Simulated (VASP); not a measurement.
# YB3 (Pmma) in VASP: a series of runs

Runs on YB3. Level: PBE. Tasks: single point, relaxation of cell and atoms.

Everything below comes from runs of VASP 6.6.1. Logs are shortened: lines on timing, memory, paths and dates and some standing lists are left out, and cuts for length are marked.

## (1) The cell of the first run

The structure is orthorhombic, space group Pmma (No. 51). The conventional cell has a = 8.272 Å, b = 3.100 Å, c = 3.497 Å, α = 90.00°, β = 90.00°, γ = 90.00°. Y (site symmetry mm2) has 16 B at 2.60 to 3.51 Å and 4 Y at 3.10 to 3.50 Å within 3.6 Å. B (site symmetry m) has 4 B at 1.72 to 1.82 Å within 2.3 Å. Within 2.4 Å of B (site symmetry 2/m) lie 4 B at 1.80 Å.

## (2) Single point, PBE

Input file INCAR:

```
SYSTEM = YB3
PREC     = Accurate       ! precision mode
ENCUT    = 520            ! plane-wave cutoff, eV
EDIFF    = 1E-7           ! SCF threshold, eV
ISMEAR   = 0              ! smearing method
SIGMA    = 0.1            ! smearing width, eV
LREAL    = .False.        ! projectors in reciprocal space
LASPH    = .True.         ! aspherical terms in the spheres
NELM     = 80             ! most SCF steps
ALGO     = Normal         ! electronic algorithm
ISIF     = 2              ! what is computed and relaxed
LWAVE    = .False.        ! write WAVECAR
LCHARG   = .False.        ! write CHGCAR
GGA      = PE             ! functional
NBANDS   = 30             ! bands
```

Input file KPOINTS:

```
Automatic mesh
0
Gamma
  2 6 6
  0 0 0
```

Input file POSCAR:

```
YB3
1.0
    8.2717540976      0.0000000000      0.0000000000
    0.0000000000      3.1002773871      0.0000000000
    0.0000000000      0.0000000000      3.4973476880
Y B
2 6
Direct
    0.2500000000      0.0000000000      0.9525500614
    0.7500000000      0.0000000000      0.0474499386
    0.5161625646      0.5000000000      0.7569249526
    0.0161625646      0.5000000000      0.2430750474
    0.0000000000      0.0000000000      0.5000000000
    0.5000000000      0.0000000000      0.5000000000
    0.9838374354      0.5000000000      0.7569249526
    0.4838374354      0.5000000000      0.2430750474
```

Potentials or basis: VASP PAW PBE potentials, release 64 (Y_sv, B).

On the command line:

```
> cat potpaw_PBE.64/Y_sv/POTCAR potpaw_PBE.64/B/POTCAR > POTCAR
> mpirun -np 1 vasp_std > vasp.out
```

OUTCAR:

```text
SYSTEM = YB3
   PREC = Accurate
   ENCUT = 520
   EDIFF = 1E-7
   ISMEAR = 0
   LREAL = .False.
   LASPH = .True.
   NELM = 80
   ISIF = 2
   GGA = PE

 ion  position               nearest neighbor table
   1  0.250  0.000  0.953-   5 2.60   6 2.60   4 2.68   8 2.68   4 2.68   8 2.68   3 2.78   7 2.78
                             7 2.78   3 2.78   5 2.82   6 2.82   2 4.15   2 4.15
   2  0.750  0.000  0.047-   5 2.60   6 2.60   3 2.68   7 2.68   3 2.68   7 2.68   4 2.78   4 2.78
                             8 2.78   8 2.78   5 2.82   6 2.82   1 4.15   1 4.15
   3  0.516  0.500  0.757-   8 1.72   6 1.80   6 1.80   8 1.82   2 2.68   2 2.68   1 2.78   1 2.78

   4  0.016  0.500  0.243-   7 1.72   5 1.80   5 1.80   7 1.82   1 2.68   1 2.68   2 2.78   2 2.78

   5  0.000  0.000  0.500-   4 1.80   7 1.80   4 1.80   7 1.80   1 2.60   2 2.60   2 2.82   1 2.82

   6  0.500  0.000  0.500-   3 1.80   8 1.80   3 1.80   8 1.80   1 2.60   2 2.60   2 2.82   1 2.82

   7  0.984  0.500  0.757-   4 1.72   5 1.80   5 1.80   4 1.82   2 2.68   2 2.68   1 2.78   1 2.78

   8  0.484  0.500  0.243-   3 1.72   6 1.80   6 1.80   3 1.82   1 2.68   1 2.68   2 2.78   2 2.78

  LATTYP: Found a simple orthorhombic cell.
 ALAT       =     3.1002773871
 B/A-ratio  =     1.1280757337
 C/A-ratio  =     2.6680690354

  Lattice vectors:

 A1 = (   0.0000000000,   3.1002773871,   0.0000000000)
 A2 = (   0.0000000000,   0.0000000000,   3.4973476880)
 A3 = (   8.2717540976,   0.0000000000,   0.0000000000)

Analysis of symmetry for initial positions (statically):
=====================================================================
 Subroutine PRICEL returns:
 Original cell was already a primitive cell.

 Routine SETGRP: Setting up the symmetry group for a
 simple orthorhombic supercell.

 Subroutine GETGRP returns: Found  8 space group operations
 (whereof  4 operations were pure point group operations)
 out of a pool of  8 trial point group operations.

The static configuration has the point symmetry C_2h.
 The point group associated with its full space group is D_2h.

Analysis of symmetry for dynamics (positions and initial velocities):
=====================================================================
 Subroutine PRICEL returns:
 Original cell was already a primitive cell.

 Routine SETGRP: Setting up the symmetry group for a
 simple orthorhombic supercell.

 Subroutine GETGRP returns: Found  8 space group operations
 (whereof  4 operations were pure point group operations)
 out of a pool of  8 trial point group operations.

The dynamic configuration has the point symmetry C_2h.
 The point group associated with its full space group is D_2h.

 Subroutine INISYM returns: Found  8 space group operations
 (whereof  4 operations are pure point group operations),
 and found     1 'primitive' translations

----------------------------------------------------------------------------------------

                                     Primitive cell

  volume of cell :      89.6885

  direct lattice vectors                    reciprocal lattice vectors
     8.271754098  0.000000000  0.000000000     0.120893342  0.000000000  0.000000000
     0.000000000  3.100277387  0.000000000     0.000000000  0.322551783  0.000000000
     0.000000000  0.000000000  3.497347688     0.000000000  0.000000000  0.285930965

  length of vectors
     8.271754098  3.100277387  3.497347688     0.120893342  0.322551783  0.285930965

  position of ions in fractional coordinates (direct lattice)
     0.250000000  0.000000000  0.952550061
     0.750000000  0.000000000  0.047449939
     0.516162565  0.500000000  0.756924953
     0.016162565  0.500000000  0.243075047
     0.000000000  0.000000000  0.500000000
     0.500000000  0.000000000  0.500000000
     0.983837435  0.500000000  0.756924953
     0.483837435  0.500000000  0.243075047

  ion indices of the primitive-cell ions
   primitive index   ion index
                 1           1
                 2           2
                 3           3
                 4           4
                 5           5
                 6           6
                 7           7
                 8           8

----------------------------------------------------------------------------------------

 KPOINTS: Automatic mesh

Automatic generation of k-mesh.
 Grid dimensions read from file:
 generate k-points for:    2    6    6

 Generating k-lattice:

  Cartesian coordinates                     Fractional coordinates (reciprocal lattice)
     0.060446671  0.000000000  0.000000000     0.500000000  0.000000000  0.000000000
     0.000000000  0.053758631  0.000000000     0.000000000  0.166666667  0.000000000
     0.000000000  0.000000000  0.047655161     0.000000000  0.000000000  0.166666667

  Length of vectors
     0.060446671  0.053758631  0.047655161

  Shift w.r.t. Gamma in fractional coordinates (k-lattice)
     0.000000000  0.000000000  0.000000000

[... 37 lines left out ...]
   EDIFFG = 0.1E-05   stopping-criterion for IOM
   NSW    =      0    number of steps for IOM
   IBRION =     -1    ionic relax: 0-MD 1-quasi-New 2-CG
   NFREE  =      0    steps in history (QN), initial steepest desc. (CG)
   ISIF   =      2    stress and relaxation
   ISYM   =      2    0-nonsym 1-usesym 2-fastsym
   POTIM  = 0.5000    time-step for ionic-motion
   TEBEG  =    0.0;   TEEND  =   0.0 temperature during run
   PSTRESS=    0.0 pullay stress
   NELECT =      40.0000    total number of electrons
   NUPDOWN=      -1.0000    fix difference up-down
   EMIN   =  10.00;   EMAX   =-10.00  energy-range for DOS
   EFERMI =   0.00;   METHOD = LEGACY
   ISMEAR =     0;   SIGMA  =   0.10  broadening in eV -4-tet -1-fermi 0-gaus
   EFERMI_NEDOS =   21; number of points for ismear=-14 and -15
   IALGO  =     38    algorithm
   IMIX   =      4    mixing-type and parameters
     AMIX     =   0.40;   BMIX     =  1.00
     AMIX_MAG =   1.60;   BMIX_MAG =  1.00
  volume/ion in A,a.u.               =      11.21        75.66
  Fermi-wavevector in a.u.,A,eV,Ry     =   1.250785  2.363640 21.285797  1.564462
  Thomas-Fermi vector in A             =   2.384763
   LORBIT       =      0    0 simple, 1 ext, 2 COOP (PROOUT), +10 PAW based schemes
   GGA     = PE    functional components
   LHFCALC =     F    Hartree Fock is set to
   AEXX    =    0.0000 exact exchange contribution
   IVDW    =     0    specifies the selected vdW correction
   LEPSILON=     F    determine dielectric tensor
   LRPA    =     F    only Hartree local field effects (RPA)
 non-spin polarized calculation
 Gauss-broadening in eV      SIGMA  =   0.10
  energy-cutoff  :      520.00
  volume of cell :       89.69
 maximum number of plane-waves:      2442
 NGX is ok and might be reduce to    64
   NGX = 31   NGY = 11   NGZ = 13

 number of electron      39.9999999 magnetization

 Free energy of the ion-electron system (eV)
  ---------------------------------------------------
  ext. energy  EPLUGINS =         0.00000000
  ---------------------------------------------------
  free energy    TOTEN  =       -54.71745258 eV

  energy without entropy =      -54.71061897  energy(sigma->0) =      -54.71403578

 E-fermi :   5.7776     XC(G=0): -11.3049

 val. band max:        5.7380980734   @ k =   0.0000   0.5000   0.5000
 cond. band min:       5.7961509665   @ k =   0.0000   0.5000   0.1667
 fundamental gap:      0.0580528930
 Fermi energy:         5.7775641524

 k-point     1 :       0.0000    0.0000    0.0000
  band No.  band energies     occupation
      1     -36.1858      2.00000
      2     -36.1804      2.00000
      3     -16.5532      2.00000
      4     -16.3343      2.00000
      5     -16.1083      2.00000
      6     -16.0947      2.00000
[... 22 lines left out ...]
     29      10.6932      0.00000
     30      11.3525      0.00000

 k-point     2 :       0.5000    0.0000    0.0000
  band No.  band energies     occupation
      1     -36.1831      2.00000
      2     -36.1831      2.00000
      3     -16.4463      2.00000
      4     -16.4463      2.00000
      5     -16.1015      2.00000
      6     -16.1015      2.00000
[... 718 lines left out ...]
 k-point    24 :       0.5000    0.5000    0.3333
  band No.  band energies     occupation
      1     -36.0333      2.00000
      2     -36.0333      2.00000
      3     -16.8575      2.00000
      4     -16.8575      2.00000
      5     -16.2856      2.00000
      6     -16.2856      2.00000
[... 22 lines left out ...]
     29      11.6501      0.00000
     30      11.6501      0.00000

 [... further k-points ...]

------------------------ aborting loop because EDIFF is reached ----------------------------------------

  FORCE on cell =-STRESS in cart. coord.  units (eV):
  Direction    XX          YY          ZZ          XY          YZ          ZX
  --------------------------------------------------------------------------------------
  -------------------------------------------------------------------------------------
  Total        0.0727399      0.0044736      0.2600175      0.0000000      0.0000000     -0.0000000
  in kB        1.2994099      0.0799152      4.6448977      0.0000000      0.0000000     -0.0000000
  external PRESSURE =       2.0080743 kB  Pullay stress =       0.0000000 kB

 VOLUME and BASIS-vectors are now :
 -----------------------------------------------------------------------------
  energy-cutoff  :      520.00
  volume of cell :       89.69
      direct lattice vectors                 reciprocal lattice vectors
     8.271754098  0.000000000  0.000000000     0.120893342  0.000000000  0.000000000
     0.000000000  3.100277387  0.000000000     0.000000000  0.322551783  0.000000000
     0.000000000  0.000000000  3.497347688     0.000000000  0.000000000  0.285930965

 POSITION                                       TOTAL-FORCE (eV/Angst)
 -----------------------------------------------------------------------------------
      2.06794      0.00000      3.33140         0.000000     -0.000000      0.004488
      6.20382      0.00000      0.16595        -0.000000     -0.000000     -0.004488
      4.26957      1.55014      2.64723        -0.063438      0.000000     -0.162103
      0.13369      1.55014      0.85012        -0.063438     -0.000000      0.162103
      0.00000      0.00000      1.74867         0.000000     -0.000000     -0.000000
      4.13588      0.00000      1.74867         0.000000     -0.000000     -0.000000
      8.13806      1.55014      2.64723         0.063438     -0.000000     -0.162103
      4.00218      1.55014      0.85012         0.063438     -0.000000      0.162103
 -----------------------------------------------------------------------------------
    total drift:                                0.000000     -0.000000      0.000000

  FREE ENERGIE OF THE ION-ELECTRON SYSTEM (eV)
  ---------------------------------------------------
  free  energy   TOTEN  =       -54.7174525820 eV

  energy  without entropy=      -54.7106189695  energy(sigma->0) =      -54.71403578
```

It took 62 s on 1 thread of AMD EPYC 9R45 (Zen 5), shared host; peak memory 0.21 GiB.

What came out:

| Quantity | Value |
| --- | --- |
| Free energy | -54.7175 eV |
| Pressure | 0.2 GPa |
| Largest force | 0.174 eV/Å |
| Band gap on the k mesh | zero (bands 20 and 21 overlap by 1.94 eV) |

Forces in eV/Å, atoms in the order of the input:
```
Y    0.000  0.000  0.004
Y    0.000  0.000 -0.004
B   -0.063  0.000 -0.162
B   -0.063  0.000  0.162
B    0.000  0.000  0.000
B    0.000  0.000  0.000
B    0.063  0.000 -0.162
B    0.063  0.000  0.162
```

Levels at points of the mesh, in eV from the Fermi level:
| k point | band 18 | band 19 | band 20 | band 21 | band 22 | band 23 |
| --- | --- | --- | --- | --- | --- | --- |
| (0.00, 0.00, 0.00) | -2.63 | -1.62 | -0.88 | -0.08 | 1.48 | 1.68 |
| (0.50, 0.00, 0.00) | -3.02 | -0.74 | -0.74 | 0.21 | 0.21 | 3.22 |
| (0.00, 0.50, 0.00) | -2.64 | -1.40 | 0.20 | 0.36 | 0.47 | 1.05 |
| (0.50, 0.50, 0.00) | -2.43 | -1.23 | -1.23 | 0.61 | 0.61 | 1.73 |
| (0.00, 0.00, 0.50) | -0.74 | -0.34 | 0.23 | 1.48 | 1.71 | 2.22 |
| (0.50, 0.00, 0.50) | -2.05 | 0.50 | 0.50 | 0.74 | 0.74 | 2.76 |
| (0.00, 0.50, 0.50) | -2.41 | -1.63 | -1.06 | -0.04 | 0.10 | 1.40 |
| (0.50, 0.50, 0.50) | -2.63 | -1.10 | -1.10 | -0.91 | -0.91 | 3.60 |

Caveat: the k points lie up to 0.38 Å⁻¹ apart, too coarse for converged energies and pressures of a metal.

## (3) Single point, PBE

This run uses another cell than the first one, of 11.24 Å³/atom.

Input file INCAR:

```
PREC = Accurate
ENCUT = 520
EDIFF = 1E-7
ISMEAR = 0
SIGMA = 0.1
LREAL = False
LASPH = True
NELM = 100
ALGO = Normal
ISIF = 2
LWAVE = False
LCHARG = True
GGA = PE
LELF = True
LVHAR = True
NBANDS = 30
```

Input file KPOINTS:

```
Automatic mesh
0
Gamma
  2 6 6
```

Input file POSCAR:

```
YB3
1.0
    8.2714766664      0.0000000000      0.0000000000
    0.0000000000      3.1025016223      0.0000000000
    0.0000000000      0.0000000000      3.5048604201
Y B
2 6
Direct
    0.2500000000      0.0000000000      0.9551201550
    0.7500000000      0.0000000000      0.0448798450
    0.5148370610      0.5000000000      0.7559374950
    0.0148370610      0.5000000000      0.2440625050
    0.0000000000      0.0000000000      0.5000000000
    0.5000000000      0.0000000000      0.5000000000
    0.9851629390      0.5000000000      0.7559374950
    0.4851629390      0.5000000000      0.2440625050
```

Potentials or basis: VASP PAW PBE potentials, release 64 (Y_sv, B).

On the command line:

```
> cat potpaw_PBE.64/Y_sv/POTCAR potpaw_PBE.64/B/POTCAR > POTCAR
> mpirun -np 1 vasp_std > vasp.out
```

It took 73 s on 1 thread of AMD EPYC 9R45 (Zen 5), shared host; peak memory 0.22 GiB.

The run converged. Its results:

- Free energy: -54.7203 eV
- Pressure: -0.1 GPa
- Largest force: 0.018 eV/Å
- Band gap on the k mesh: zero (bands 20 and 21 overlap by 1.90 eV)

Forces on the atoms (eV/Å):
```
Y    0.000  0.000  0.009
Y    0.000  0.000 -0.009
B   -0.010  0.000  0.016
B   -0.010  0.000 -0.016
B    0.000  0.000  0.000
B    0.000  0.000  0.000
B    0.010  0.000  0.016
B    0.010  0.000 -0.016
```

Stress tensor (GPa, compression positive):
```
-0.01  0.00  0.00
 0.00 -0.05  0.00
 0.00  0.00 -0.38
```

Levels at points of the mesh, in eV from the Fermi level:
```
           k point  band 17  band 18  band 19  band 20  band 21  band 22  band 23  band 24
(0.00, 0.00, 0.00)    -3.42    -2.66    -1.60    -0.89    -0.09     1.47     1.66     3.38
(0.50, 0.00, 0.00)    -3.06    -3.06    -0.74    -0.74     0.23     0.23     3.16     3.16
(0.00, 0.50, 0.00)    -2.78    -2.67    -1.46     0.19     0.31     0.47     1.04     2.48
(0.50, 0.50, 0.00)    -2.43    -2.43    -1.27    -1.27     0.57     0.57     1.73     1.73
(0.00, 0.00, 0.50)    -3.05    -0.74    -0.29     0.23     1.50     1.73     2.21     2.23
(0.50, 0.00, 0.50)    -2.03    -2.03     0.51     0.51     0.75     0.75     2.69     2.69
(0.00, 0.50, 0.50)    -3.40    -2.40    -1.64    -0.97    -0.05     0.08     1.31     4.05
(0.50, 0.50, 0.50)    -2.61    -2.61    -1.11    -1.11    -0.92    -0.92     3.56     3.56
```

Caveat: the k points lie up to 0.38 Å⁻¹ apart, too coarse for converged energies and pressures of a metal.

## (4) Relaxation of cell and atoms, PBE

Input file INCAR:

```
PREC = Accurate ; ENCUT = 600
EDIFF = 1E-6 ; ISMEAR = 0
SIGMA = 0.1 ; LREAL = F
LASPH = T ; NELM = 60
ALGO = Normal ; ISIF = 3
LWAVE = F ; LCHARG = F
GGA = PE ; IBRION = 2
NSW = 90 ; EDIFFG = -0.04
```

KPOINTS is that of step 3.

Input file POSCAR:

```
YB3
1.0
    8.2717540976      0.0000000000      0.0000000000
    0.0000000000      3.1002773871      0.0000000000
    0.0000000000      0.0000000000      3.4973476880
Y B
2 6
Direct
    0.2500000000      0.0000000000      0.9525500614
    0.7500000000      0.0000000000      0.0474499386
    0.5161625646      0.5000000000      0.7569249526
    0.0161625646      0.5000000000      0.2430750474
    0.0000000000      0.0000000000      0.5000000000
    0.5000000000      0.0000000000      0.5000000000
    0.9838374354      0.5000000000      0.7569249526
    0.4838374354      0.5000000000      0.2430750474
```

On the command line:

```
> cat potpaw_PBE.64/Y_sv/POTCAR potpaw_PBE.64/B/POTCAR > POTCAR
> mpirun -np 1 vasp_std > vasp.out
```

Run time: 2.4 min. Hardware: 1 thread of AMD EPYC 9R45 (Zen 5), shared host; peak memory 0.25 GiB.

It converged, with:

| Item | Value |
| --- | --- |
| Free energy | -54.7243 eV |
| Relaxed volume | 11.22 Å³/atom |
| Relaxed cell | a = 8.274 Å, b = 3.100 Å, c = 3.500 Å, α = 90.00°, β = 90.00°, γ = 90.00° |
| Space group after relaxing (to 0.1 Å) | Pmma (No. 51) |
| Energy gained by relaxing | 0.2 meV/atom |
| Ionic steps | 3 |
| Pressure after relaxing | 0.0 GPa |
| Largest force after relaxing | 0.039 eV/Å |
| Band gap on the k mesh | zero (bands 20 and 21 overlap by 1.96 eV) |

Forces in eV/Å, atoms in the order of the input:
```
Y    0.000  0.000  0.010
Y    0.000  0.000 -0.010
B   -0.036  0.000  0.015
B   -0.036  0.000 -0.015
B    0.000  0.000  0.000
B    0.000  0.000  0.000
B    0.036  0.000  0.015
B    0.036  0.000 -0.015
```

Step by step:
| step | energy change (eV) | largest force (eV/Å) | pressure (GPa) | volume (Å³) |
| --- | --- | --- | --- | --- |
| 1 | 0.0000 | 0.1732 | 0.19 | 89.69 |
| 2 | -0.0009 | 0.1387 | -0.14 | 89.86 |
| 3 | -0.0018 | 0.0393 | -0.01 | 89.79 |

Final structure:
```cif
data_structure
_symmetry_space_group_name_H-M 'P 1'
_symmetry_Int_Tables_number 1
_cell_length_a 8.2737
_cell_length_b 3.1002
_cell_length_c 3.5004
_cell_angle_alpha 90.000
_cell_angle_beta 90.000
_cell_angle_gamma 90.000
_cell_volume 89.79
loop_
_atom_site_label
_atom_site_type_symbol
_atom_site_fract_x
_atom_site_fract_y
_atom_site_fract_z
_atom_site_occupancy
Y1 Y 0.25000 0.00000 0.95258 1
Y2 Y 0.75000 0.00000 0.04742 1
B1 B 0.51595 0.50000 0.75563 1
B2 B 0.01595 0.50000 0.24437 1
B3 B 0.00000 0.00000 0.50000 1
B4 B 0.50000 0.00000 0.50000 1
B5 B 0.98405 0.50000 0.75563 1
B6 B 0.48405 0.50000 0.24437 1
```

Levels at points of the mesh, in eV from the Fermi level:
| k point | band 18 | band 19 | band 20 | band 21 | band 22 | band 23 |
| --- | --- | --- | --- | --- | --- | --- |
| (0.00, 0.00, 0.00) | -2.64 | -1.61 | -0.87 | -0.09 | 1.49 | 1.68 |
| (0.50, 0.00, 0.00) | -3.03 | -0.73 | -0.73 | 0.21 | 0.21 | 3.22 |
| (0.00, 0.50, 0.00) | -2.65 | -1.41 | 0.21 | 0.35 | 0.47 | 1.05 |
| (0.50, 0.50, 0.00) | -2.44 | -1.24 | -1.24 | 0.60 | 0.60 | 1.74 |
| (0.00, 0.00, 0.50) | -0.73 | -0.31 | 0.26 | 1.52 | 1.71 | 2.25 |
| (0.50, 0.00, 0.50) | -2.03 | 0.52 | 0.52 | 0.78 | 0.78 | 2.73 |
| (0.00, 0.50, 0.50) | -2.38 | -1.63 | -1.03 | -0.05 | 0.07 | 1.41 |
| (0.50, 0.50, 0.50) | -2.64 | -1.07 | -1.07 | -0.92 | -0.92 | 3.57 |

Caveat: the k points lie up to 0.38 Å⁻¹ apart in the final cell, too coarse for converged energies and pressures of a metal.

## (5) The runs side by side

| task | cell | cutoff (eV) | gap on the mesh (eV) | pressure (GPa) | largest force (eV/Å) |
| --- | --- | --- | --- | --- | --- |
| single point | a = 8.272, b = 3.100, c = 3.497 Å, 8 atoms, atomic positions A | 520 | none | 0.2 | 0.17 |
| single point | a = 8.271, b = 3.103, c = 3.505 Å, 8 atoms, atomic positions B | 520 | none | -0.1 | 0.02 |
| relaxation of cell and atoms | relaxed from a = 8.272, b = 3.100, c = 3.497 Å, 8 atoms, atomic positions A | 600 | none | 0.0 | 0.04 |

Alike in all rows: level PBE; potentials or basis VASP PAW PBE potentials, release 64 (Y_sv, B); no spin polarisation; k mesh 2 × 6 × 6; smearing gaussian 0.1 eV.

Caveats: all runs use coarse meshes.

Absolute energies hang on the potentials; compare differences alone.
